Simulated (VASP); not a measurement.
Set up this calculation in VASP 6.6.1, as the native input.

| Quantity | Value |
| --- | --- |
| Task | single point |
| Functional | PBE0 |
| Potentials or basis | VASP PAW PBE potentials, release 64 (Pt) |
| Cutoff | 520 eV |
| k mesh | 8 × 8 × 8 |
| Occupations | fermi-dirac, width 0.05 eV |
| Spin | no spin polarisation |
| Dipole correction | no |
| Grid for exact exchange (PRECFOCK) | Normal |
| Further INCAR settings | ALGO = Normal; EDIFF = 1e-06; NBANDS = 11 |

Crystal: Pt.

```
CELL_PARAMETERS angstrom
0.00000 1.94774 1.94774
1.94774 0.00000 1.94774
1.94774 1.94774 0.00000
ATOMIC_POSITIONS crystal
Pt 0.00000 0.00000 0.00000
```

The input as run:

POSCAR

```
Pt
1.0
    0.0000000000      1.9477392008      1.9477392008
    1.9477392008      0.0000000000      1.9477392008
    1.9477392008      1.9477392008      0.0000000000
Pt
1
Direct
    0.0000000000      0.0000000000      0.0000000000
```

INCAR.step1

```
ALGO     = Normal         # electronic algorithm
EDIFF    = 1E-5           # SCF threshold, eV
ENCUT    = 520            # plane-wave cutoff, eV
GGA      = PE             # functional
ISIF     = 2              # what is computed and relaxed
ISMEAR   = -1             # smearing method
LASPH    = True           # aspherical terms in the spheres
LCHARG   = False          # write CHGCAR
LREAL    = False          # projectors in reciprocal space
LWAVE    = True           # write WAVECAR
NBANDS   = 11             # bands
NELM     = 80             # most SCF steps
PREC     = Accurate       # precision mode
SIGMA    = 0.05           # smearing width, eV
```

INCAR.step2

```
AEXX     = 0.25           # exact-exchange fraction
ALGO     = Normal         # electronic algorithm
EDIFF    = 1E-6           # SCF threshold, eV
ENCUT    = 520            # plane-wave cutoff, eV
GGA      = PE             # functional
ISIF     = 2              # what is computed and relaxed
ISMEAR   = -1             # smearing method
ISTART   = 1            
LASPH    = True           # aspherical terms in the spheres
LCHARG   = False          # write CHGCAR
LHFCALC  = True           # exact exchange
LREAL    = False          # projectors in reciprocal space
LWAVE    = False          # write WAVECAR
NBANDS   = 11             # bands
NELM     = 80             # most SCF steps
PREC     = Accurate       # precision mode
PRECFOCK = Normal       
SIGMA    = 0.05           # smearing width, eV
```

KPOINTS

```
k-points
0
Gamma
  8 8 8
```

Potentials or basis: VASP PAW PBE potentials, release 64 (Pt).

Command:

```console
$ cat potpaw_PBE.64/Pt/POTCAR > POTCAR
$ cp INCAR.step1 INCAR
$ mpirun -np 1 vasp_std > vasp.out
$ cp INCAR.step2 INCAR
$ mpirun -np 1 vasp_std > vasp.out
```

It gave:

| Quantity | Value |
| --- | --- |
| Pressure | 6.1 GPa |
| Band gap on the k mesh | zero (band 5 reaches 12.02 eV, above the bottom of band 6 at 8.23 eV) |

Caveat: the PAW data sets were made with another functional, which shifts forces and pressure a little; spin-orbit coupling is left out, which moves the levels of the heavy elements.

It took 17 min on 1 thread of Intel(R) Xeon(R) Platinum 8375C CPU @ 2.90GHz (Ice Lake), with other jobs on the host, peak memory 0.15 GiB.
